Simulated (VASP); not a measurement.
# TiSn2O6 in VASP: notebook

Runs on TiSn2O6. Level: PBE. Tasks: single point.

Everything below comes from runs of VASP 6.6.1. Logs are shortened: lines on timing, memory, paths and dates and some standing lists are left out, and cuts for length are marked.

## 1. The cell of the first run

The typed cell holds 9 atoms: a = 3.159 Å, b = 4.828 Å, c = 7.642 Å, α = 93.07°, β = 101.90°, γ = 90.02°.

## 2. Single point, PBE

INCAR reads:

```
PREC = Accurate
ENCUT = 520
EDIFF = 1E-7
ISMEAR = 0
SIGMA = 0.1
LREAL = False
LASPH = True
NELM = 100
ALGO = Normal
ISIF = 2
LWAVE = False
LCHARG = False
GGA = PE
NBANDS = 48
```

KPOINTS reads:

```
Automatic mesh
0
Gamma
  4 4 4
```

POSCAR reads:

```
TiSn2O6
1.0
    0.0005929032      3.1589000237     -0.0003787392
   -0.2476762022     -0.0007747624      4.8215549554
    7.4775830683     -1.5774213208     -0.0255241204
Ti Sn O
1 2 6
Direct
    1.0620673578      0.5000042964      1.0000641566
    0.3372260530      0.9783243258      0.6883608834
    0.6490538709      0.0216310806      0.3116481903
    0.4307830957      0.6788183287      0.8809862910
    0.7664931447      0.7867723099      0.5483244293
    0.0862899496      0.8038852073      0.1861150929
    0.9000259892      0.1961274643      0.8138812918
    0.2182805948      0.2132740856      0.4516458112
    0.5497799444      0.3211629013      0.1189738534
```

Potentials or basis: VASP PAW PBE potentials, release 64 (Ti_sv, Sn_d, O).

Command:

```
cat potpaw_PBE.64/Ti_sv/POTCAR potpaw_PBE.64/Sn_d/POTCAR potpaw_PBE.64/O/POTCAR > POTCAR
mpirun -np 1 vasp_std > vasp.out
```

OUTCAR:

```text
PREC = Accurate
   ENCUT = 520
   EDIFF = 1E-7
   ISMEAR = 0
   LREAL = False
   LASPH = True
   NELM = 100
   ISIF = 2
   GGA = PE

 ion  position               nearest neighbor table
   1  0.062  0.500  0.000-   4 1.86   9 1.86   6 1.98   7 1.98   9 2.21   4 2.21
   2  0.337  0.978  0.688-   5 2.08   5 2.09   7 2.09   7 2.09   4 2.10   8 2.15   3 3.25   3 3.25

   3  0.649  0.022  0.312-   8 2.08   8 2.09   6 2.09   6 2.09   9 2.10   5 2.15   2 3.25   2 3.25

   4  0.431  0.679  0.881-   1 1.86   2 2.10   1 2.21
   5  0.766  0.787  0.548-   2 2.08   2 2.09   3 2.15
   6  0.086  0.804  0.186-   1 1.98   3 2.09   3 2.09
   7  0.900  0.196  0.814-   1 1.98   2 2.09   2 2.09
   8  0.218  0.213  0.452-   3 2.08   3 2.09   2 2.15
   9  0.550  0.321  0.119-   1 1.86   3 2.10   1 2.21

  LATTYP: Found a triclinic cell.
 ALAT       =     7.6436157482
 B/A-ratio  =     0.4132730119
 C/A-ratio  =     0.6316267546
 COS(alpha) =     0.0002898425
 COS(beta)  =     0.0536080895
 COS(gamma) =     0.2070859423

  Lattice vectors:

 A1 = (  -7.4781759715,  -1.5814787029,   0.0259028596)
 A2 = (  -0.0005929032,  -3.1589000237,   0.0003787392)
 A3 = (  -0.2476762022,  -0.0007747624,   4.8215549554)

Analysis of symmetry for initial positions (statically):
=====================================================================
 Subroutine PRICEL returns:
 Original cell was already a primitive cell.

 Routine SETGRP: Setting up the symmetry group for a
 triclinic supercell.

 Subroutine GETGRP returns: Found  1 space group operations
 (whereof  1 operations were pure point group operations)
 out of a pool of  2 trial point group operations.

The static configuration has the point symmetry C_1 .

Analysis of symmetry for dynamics (positions and initial velocities):
=====================================================================
 Subroutine PRICEL returns:
 Original cell was already a primitive cell.

 Routine SETGRP: Setting up the symmetry group for a
 triclinic supercell.

 Subroutine GETGRP returns: Found  1 space group operations
 (whereof  1 operations were pure point group operations)
 out of a pool of  2 trial point group operations.

The dynamic configuration has the point symmetry C_1 .

 Subroutine INISYM returns: Found  1 space group operations
 (whereof  1 operations are pure point group operations),
 and found     1 'primitive' translations

----------------------------------------------------------------------------------------

                                     Primitive cell

  volume of cell :     113.8740

  direct lattice vectors                    reciprocal lattice vectors
     0.000592903  3.158900024 -0.000378739     0.066789969  0.316553772  0.003481769
    -0.247676202 -0.000774762  4.821554955     0.000713293  0.000024737  0.207438616
     7.477583068 -1.577421321 -0.025524120     0.133751382 -0.000024280  0.006870608

  length of vectors
     3.158900102  4.827912208  7.642195892     0.323541826  0.207439843  0.133927734

  position of ions in fractional coordinates (direct lattice)
     0.062067358  0.500004296  0.000064157
     0.337226053  0.978324326  0.688360883
     0.649053871  0.021631081  0.311648190
     0.430783096  0.678818329  0.880986291
     0.766493145  0.786772310  0.548324429
     0.086289950  0.803885207  0.186115093
     0.900025989  0.196127464  0.813881292
     0.218280595  0.213274086  0.451645811
     0.549779944  0.321162901  0.118973853

  ion indices of the primitive-cell ions
   primitive index   ion index
                 1           1
                 2           2
                 3           3
                 4           4
                 5           5
                 6           6
                 7           7
                 8           8
                 9           9

----------------------------------------------------------------------------------------

 KPOINTS: Automatic mesh

Automatic generation of k-mesh.
 Grid dimensions read from file:
 generate k-points for:    4    4    4

 Generating k-lattice:

  Cartesian coordinates                     Fractional coordinates (reciprocal lattice)
     0.016697492  0.079138443  0.000870442     0.250000000  0.000000000 -0.000000000
     0.000178323  0.000006184  0.051859654     0.000000000  0.250000000  0.000000000
     0.033437845 -0.000006070  0.001717652    -0.000000000  0.000000000  0.250000000

  Length of vectors
     0.080885457  0.051859961  0.033481933

  Shift w.r.t. Gamma in fractional coordinates (k-lattice)
     0.000000000  0.000000000  0.000000000

 Subroutine IBZKPT returns following result:
 ===========================================

 Found     36 irreducible k-points:

 Following reciprocal coordinates:
            Coordinates               Weight
  0.000000  0.000000  0.000000      1.000000
  0.250000  0.000000 -0.000000      2.000000
  0.500000  0.000000 -0.000000      1.000000
 -0.000000  0.250000  0.000000      2.000000
  0.250000  0.250000  0.000000      2.000000
  0.500000  0.250000 -0.000000      2.000000
[... 16 lines left out ...]
  0.000000 -0.250000  0.250000      2.000000
  0.250000 -0.250000  0.250000      2.000000
 [... further k-points ...]
   k-points           NKPTS =     36   k-points in BZ     NKDIM =     36   number of bands    NBANDS=     48
   number of dos      NEDOS =    301   number of ions     NIONS =      9
   total plane-waves  NPLWV =  51840
   dimension x,y,z NGX =    24 NGY =   36 NGZ =   60
   dimension x,y,z NGXF=    48 NGYF=   72 NGZF=  120
   ions per type =               1   2   6
   NGX,Y,Z   is equivalent  to a cutoff of  12.63, 12.40, 13.05 a.u.
   NGXF,Y,Z  is equivalent  to a cutoff of  25.26, 24.79, 26.10 a.u.
 SYSTEM =  unknown system
   PREC   = accura    normal or accurate (medium, high low for compatibility)
   ISTART =      0    job   : 0-new  1-cont  2-samecut
   ICHARG =      2    charge: 1-file 2-atom 10-const
   ISPIN  =      1    spin polarized calculation?
   LNONCOLLINEAR =      F non collinear calculations
   LSORBIT =      F    spin-orbit coupling
   LASPH  =      T    aspherical Exc in radial PAW
   ENCUT  =  520.0 eV  38.22 Ry    6.18 a.u.   5.87  8.98 14.21*2*pi/ulx,y,z
   NELM   =    100;   NELMIN=  2; NELMDL= -5     # of ELM steps
   EDIFF  = 0.1E-06   stopping-criterion for ELM
   LREAL  =      F    real-space projection
   EDIFFG = 0.1E-05   stopping-criterion for IOM
   NSW    =      0    number of steps for IOM
   IBRION =     -1    ionic relax: 0-MD 1-quasi-New 2-CG
   NFREE  =      0    steps in history (QN), initial steepest desc. (CG)
   ISIF   =      2    stress and relaxation
   ISYM   =      2    0-nonsym 1-usesym 2-fastsym
   POTIM  = 0.5000    time-step for ionic-motion
   TEBEG  =    0.0;   TEEND  =   0.0 temperature during run
   PSTRESS=    0.0 pullay stress
   NELECT =      76.0000    total number of electrons
   NUPDOWN=      -1.0000    fix difference up-down
   EMIN   =  10.00;   EMAX   =-10.00  energy-range for DOS
   EFERMI =   0.00;   METHOD = LEGACY
   ISMEAR =     0;   SIGMA  =   0.10  broadening in eV -4-tet -1-fermi 0-gaus
   EFERMI_NEDOS =   21; number of points for ismear=-14 and -15
   IALGO  =     38    algorithm
   IMIX   =      4    mixing-type and parameters
     AMIX     =   0.40;   BMIX     =  1.00
     AMIX_MAG =   1.60;   BMIX_MAG =  1.00
  volume/ion in A,a.u.               =      12.65        85.38
  Fermi-wavevector in a.u.,A,eV,Ry     =   1.430664  2.703564 27.848416  2.046801
  Thomas-Fermi vector in A             =   2.550485
   LORBIT       =      0    0 simple, 1 ext, 2 COOP (PROOUT), +10 PAW based schemes
   GGA     = PE    functional components
   LHFCALC =     F    Hartree Fock is set to
   AEXX    =    0.0000 exact exchange contribution
   IVDW    =     0    specifies the selected vdW correction
   LEPSILON=     F    determine dielectric tensor
   LRPA    =     F    only Hartree local field effects (RPA)
 non-spin polarized calculation
 Gauss-broadening in eV      SIGMA  =   0.10
  energy-cutoff  :      520.00
  volume of cell :      113.87
 maximum number of plane-waves:      3088
   NGX = 11   NGY = 17   NGZ = 29

 number of electron      75.9999986 magnetization

 Free energy of the ion-electron system (eV)
  ---------------------------------------------------
  ext. energy  EPLUGINS =         0.00000000
  ---------------------------------------------------
  free energy    TOTEN  =       -63.58970676 eV

  energy without entropy =      -63.58970676  energy(sigma->0) =      -63.58970676

 E-fermi :   4.9694     XC(G=0): -10.6533

 val. band max:        4.3451887839   @ k =   0.0000   0.0000   0.5000
 cond. band min:       6.5044761839   @ k =   0.0000   0.0000   0.0000
 fundamental gap:      2.1592874000
 Fermi energy:         4.9693736483

 k-point     1 :       0.0000    0.0000    0.0000
  band No.  band energies     occupation
      1     -52.3548      2.00000
      2     -28.6296      2.00000
      3     -28.5520      2.00000
      4     -28.5178      2.00000
      5     -16.3845      2.00000
      6     -16.0558      2.00000
[... 40 lines left out ...]
     47      11.4715      0.00000
     48      13.1706      0.00000

 k-point     2 :       0.2500    0.0000   -0.0000
  band No.  band energies     occupation
      1     -52.3460      2.00000
      2     -28.6722      2.00000
      3     -28.6032      2.00000
      4     -28.5092      2.00000
      5     -16.2225      2.00000
      6     -16.1234      2.00000
[... 40 lines left out ...]
     47      13.1363      0.00000
     48      13.5169      0.00000

 k-point     3 :       0.5000    0.0000   -0.0000
  band No.  band energies     occupation
      1     -52.3371      2.00000
      2     -28.7896      2.00000
      3     -28.5767      2.00000
      4     -28.5005      2.00000
      5     -16.4291      2.00000
      6     -16.4158      2.00000
[... 1060 lines left out ...]
     47      11.4670      0.00000
     48      13.3640      0.00000

 k-point    24 :       0.2500   -0.2500    0.2500
  band No.  band energies     occupation
      1     -52.3460      2.00000
      2     -28.6721      2.00000
      3     -28.6035      2.00000
      4     -28.5095      2.00000
      5     -16.2262      2.00000
      6     -16.1274      2.00000
[... 40 lines left out ...]
     47      13.1531      0.00000
     48      13.5843      0.00000

 [... further k-points ...]

------------------------ aborting loop because EDIFF is reached ----------------------------------------

  FORCE on cell =-STRESS in cart. coord.  units (eV):
  Direction    XX          YY          ZZ          XY          YZ          ZX
  --------------------------------------------------------------------------------------
  -------------------------------------------------------------------------------------
  Total        0.4081030      0.5090118      0.3181674     -0.0266040      0.0085440     -0.0043856
  in kB        5.7419000      7.1616606      4.4765310     -0.3743112      0.1202113     -0.0617042
  external PRESSURE =       5.7933639 kB  Pullay stress =       0.0000000 kB

 VOLUME and BASIS-vectors are now :
 -----------------------------------------------------------------------------
  energy-cutoff  :      520.00
  volume of cell :      113.87
      direct lattice vectors                 reciprocal lattice vectors
     0.000592903  3.158900024 -0.000378739     0.066789969  0.316553772  0.003481769
    -0.247676202 -0.000774762  4.821554955     0.000713293  0.000024737  0.207438616
     7.477583068 -1.577421321 -0.025524120     0.133751382 -0.000024280  0.006870608

 POSITION                                       TOTAL-FORCE (eV/Angst)
 -----------------------------------------------------------------------------------
     -0.12332      0.19558      2.41077        -0.004951     -0.081801     -0.006984
      4.90517     -0.02133      4.69935         0.005906      0.004255      0.003754
      2.32540      1.55868      0.09610        -0.003370      0.004001      0.004789
      6.41978     -0.02941      3.25031        -0.021509      0.045560      0.015493
      3.90573      1.55573      3.77918        -0.016022      0.000246     -0.060210
      1.19264     -0.02162      3.87119        -0.015769     -0.009164     -0.016371
      6.03782      1.55911      0.92452         0.017167     -0.007770      0.016382
      3.32453     -0.02307      1.01670         0.015271      0.000970      0.056883
      0.81042      1.54878      1.54526         0.023276      0.043702     -0.013737
 -----------------------------------------------------------------------------------
    total drift:                                0.000261      0.000173     -0.000203

  FREE ENERGIE OF THE ION-ELECTRON SYSTEM (eV)
  ---------------------------------------------------
  free  energy   TOTEN  =       -63.5897067553 eV

  energy  without entropy=      -63.5897067553  energy(sigma->0) =      -63.58970676
```

It took 3.1 min on 1 thread of Oxide Virtual Turin-like, shared host; peak memory 0.28 GiB.

What came out:

| Property | Result |
| --- | --- |
| Free energy | -63.5897 eV |
| Pressure | 0.6 GPa |
| Largest force | 0.082 eV/Å |
| Band gap on the k mesh | 2.16 eV (least direct gap 2.29 eV) |

Forces in eV/Å, atoms in the order of the input:
```
Ti  -0.005 -0.082 -0.007
Sn   0.006  0.004  0.004
Sn  -0.003  0.004  0.005
O   -0.022  0.046  0.015
O   -0.016  0.000 -0.060
O   -0.016 -0.009 -0.016
O    0.017 -0.008  0.016
O    0.015  0.001  0.057
O    0.023  0.044 -0.014
```

Levels at points of the mesh, in eV from the valence-band top:
```csv
k point,band 34,band 35,band 36,band 37,band 38,band 39,band 40,band 41,band 42,band 43
"(0.00, 0.00, 0.00)",-0.83,-0.70,-0.67,-0.15,-0.13,2.16,3.23,3.28,3.52,4.79
"(0.50, 0.00, 0.00)",-1.26,-1.22,-0.96,-0.82,-0.67,2.99,3.17,3.45,4.84,5.15
"(0.00, 0.50, 0.00)",-0.93,-0.90,-0.83,-0.74,-0.61,2.80,3.14,3.61,3.93,3.96
"(0.50, 0.50, 0.00)",-1.04,-0.89,-0.70,-0.56,-0.50,3.05,3.08,3.16,4.85,5.15
"(0.00, 0.00, 0.50)",-0.96,-0.80,-0.63,-0.55,0.00,2.61,3.06,3.51,3.65,4.51
"(0.50, 0.00, 0.50)",-1.26,-1.22,-0.96,-0.82,-0.67,2.99,3.17,3.45,4.84,5.15
"(0.00, 0.50, 0.50)",-1.29,-1.21,-0.74,-0.61,-0.58,2.63,3.18,3.19,3.70,4.85
"(0.50, 0.50, 0.50)",-1.04,-0.89,-0.70,-0.57,-0.49,3.05,3.08,3.16,4.85,5.15
```

Caveat: the k points lie up to 0.51 Å⁻¹ apart; spin-orbit coupling is left out, which moves the levels of the heavy elements. A k mesh can miss the band edges.

## 3. Single point, PBE

This run uses another cell than the first one, of the same volume but with other edges.

INCAR reads:

```
SYSTEM = TiSn2O6
  PREC = Accurate
  ENCUT = 520
  EDIFF = 1E-7
  ISMEAR = 0
  SIGMA = 0.1
  LREAL = .FALSE.
  LASPH = .TRUE.
  NELM = 100
  ALGO = Normal
  ISIF = 2
  LWAVE = .FALSE.
  LCHARG = .FALSE.
  GGA = PE
  NBANDS = 48
```

KPOINTS reads:

```
Automatic mesh
0
G
  6 6 4
  0 0 0
```

POSCAR reads:

```
TiSn2O6
1.0
    7.4779240042     -1.5794500510      0.0000000000
    7.4779240042      1.5794500510      0.0000000000
   -0.2642542737      0.0000000000      4.8206748457
Ti Sn O
1 2 6
Direct
    0.9379326422      0.0620673578      0.5000000000
    0.3510706738      0.3372260530      0.9783200294
    0.6627739470      0.6489293262      0.0216799706
    0.4501390387      0.4307830957      0.6788140322
    0.7817671279      0.7664931447      0.7867680135
    0.0997609868      0.0862899496      0.8038809109
    0.9137100504      0.9002390132      0.1961190891
    0.2335068553      0.2182328721      0.2132319865
    0.5692169043      0.5498609613      0.3211859678
```

Potentials or basis: VASP PAW PBE potentials, release 64 (Ti_sv, Sn_d, O).

Command:

```
cat potpaw_PBE.64/Ti_sv/POTCAR potpaw_PBE.64/Sn_d/POTCAR potpaw_PBE.64/O/POTCAR > POTCAR
mpirun -np 1 vasp_std > vasp.out
```

It took 15 min on 1 thread of Oxide Virtual Turin-like, shared host; peak memory 0.45 GiB.

The run converged. Its results:

```
Free energy            : -63.5981 eV
Pressure               : 0.6 GPa
Largest force          : 0.087 eV/Å
Band gap on the k mesh : 2.16 eV (least direct gap 2.29 eV)
```

Forces in eV/Å, atoms in the order of the input:
```
Ti   0.000 -0.087  0.000
Sn   0.022  0.009  0.002
Sn  -0.022  0.009 -0.002
O   -0.018  0.051  0.011
O   -0.009  0.000 -0.065
O   -0.006 -0.016 -0.007
O    0.006 -0.016  0.007
O    0.009  0.000  0.065
O    0.018  0.051 -0.011
```

Stress tensor (GPa, compression positive):
```
 0.61  0.00 -0.03
 0.00  0.61  0.00
-0.03  0.00  0.47
```

Levels at points of the mesh, in eV from the valence-band top:
```csv
k point,band 34,band 35,band 36,band 37,band 38,band 39,band 40,band 41,band 42,band 43
"(0.00, 0.00, 0.00)",-0.83,-0.70,-0.67,-0.15,-0.13,2.16,3.23,3.29,3.52,4.79
"(0.50, 0.00, 0.00)",-1.25,-1.22,-0.96,-0.82,-0.67,2.99,3.17,3.45,4.84,5.15
"(0.50, 0.50, 0.00)",-0.96,-0.80,-0.63,-0.55,0.00,2.62,3.06,3.52,3.65,4.51
"(0.00, 0.00, 0.50)",-0.93,-0.91,-0.84,-0.74,-0.61,2.80,3.14,3.61,3.93,3.96
"(0.50, 0.00, 0.50)",-1.04,-0.89,-0.70,-0.57,-0.50,3.05,3.09,3.16,4.85,5.15
"(0.50, 0.50, 0.50)",-1.29,-1.21,-0.74,-0.61,-0.59,2.63,3.18,3.19,3.70,4.85
```

Caveat: spin-orbit coupling is left out, which moves the levels of the heavy elements. A k mesh can miss the band edges.
